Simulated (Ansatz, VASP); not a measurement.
# CdSe in VASP and in Ansatz

```
Cd Se
1.0
     0.00000    3.02878    3.02878
     3.02878    0.00000    3.02878
     3.02878    3.02878    0.00000
Cd Se
1 1
Direct
  0.00000 0.00000 0.00000
  0.25000 0.25000 0.25000
```

Alike in both runs: task single point; functional BHLYP; k mesh 4 × 4 × 4; occupations fermi-dirac, width 0.05 eV; no spin polarisation.

|  | VASP | Ansatz |
| --- | --- | --- |
| version | VASP 6.6.1 | Ansatz 0.2.0 |
| potentials or method | VASP PAW PBE potentials, release 64 (Cd, Se) | Ansatz PAW |
| plane-wave cutoff (eV) | 520 | 420 |
| valence electrons in the cell | 18 | 36 |

|  | VASP | Ansatz | Ansatz less VASP |
| --- | --- | --- | --- |
| gap on the k mesh at the Fermi level (eV) | 4.02 | 3.91 | -0.105 |
| least direct gap on the mesh (eV) | 4.02 | 3.91 | -0.105 |
| pressure (GPa) | 4.0 | 4.0 | +0.02 |

VASP's potentials were made for PBE, not for BHLYP. With one functional, cell and mesh, what is left measures potentials, basis and numerics. VASP's potentials hold 18 valence electrons a cell and Ansatz's 36, so a difference there can come from the potentials and not from the codes.

The k mesh is coarse, so the values compare programs but aren't converged.
